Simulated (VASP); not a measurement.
Input of a VASP 6.6.1 run:

Contents of INCAR:

```
PREC = Accurate ; ENCUT = 500
EDIFF = 1E-7 ; ISMEAR = -1
SIGMA = 0.01 ; LREAL = False
LASPH = True ; NELM = 120
ALGO = Normal ; ISIF = 3
LWAVE = False ; LCHARG = False
GGA = PE ; IBRION = 2
NSW = 60 ; EDIFFG = -0.02
PSTRESS = 200.0 ; GGA_COMPAT = False
NELMIN = 4
```

Contents of KPOINTS:

```
Automatic mesh
0
Gamma
  5 5 5
```

The input POSCAR:

```
Cl
1.0
    0.0000000000      3.0750000000      3.0750000000
    3.0750000000      0.0000000000      3.0750000000
    3.0750000000      3.0750000000      0.0000000000
Cl
2
Direct
    1.0000000000      1.0000000000      1.0000000000
    0.2500000000      0.2500000000      0.2500000000
```

Potentials or basis: VASP PAW PBE potentials, release 64 (Cl).

Command:

```sh
$ cat potpaw_PBE.64/Cl/POTCAR > POTCAR
$ mpirun -np 1 vasp_std > vasp.out
```

Task: Estimate the space group after relaxing (to 0.1 Å).

Result: Fd-3m (No. 227).

Task: Estimate the band gap on the k mesh.

Result: Zero (bands 7 and 8 overlap by 2.40 eV).

Task: What does it give for the relaxed cell?

Result: a = 3.966 Å, b = 3.966 Å, c = 3.966 Å, α = 60.00°, β = 60.00°, γ = 60.00°.

The path:
```tsv
step	energy change (eV)	largest force (eV/Å)	pressure (GPa)	volume (Å³)
1	0.0000	0.0000	3.59	58.15
2	2.2683	0.0000	40.92	36.51
3	0.8855	0.0000	19.79	44.16
4	0.9172	0.0000	20.25	43.91
5	0.8921	0.0000	19.89	44.11
```

Caveat: the cell is relaxed towards a set pressure, so the run minimises the enthalpy, not the energy; the volume moved by over 15 % at a fixed basis, so the end points are rough.
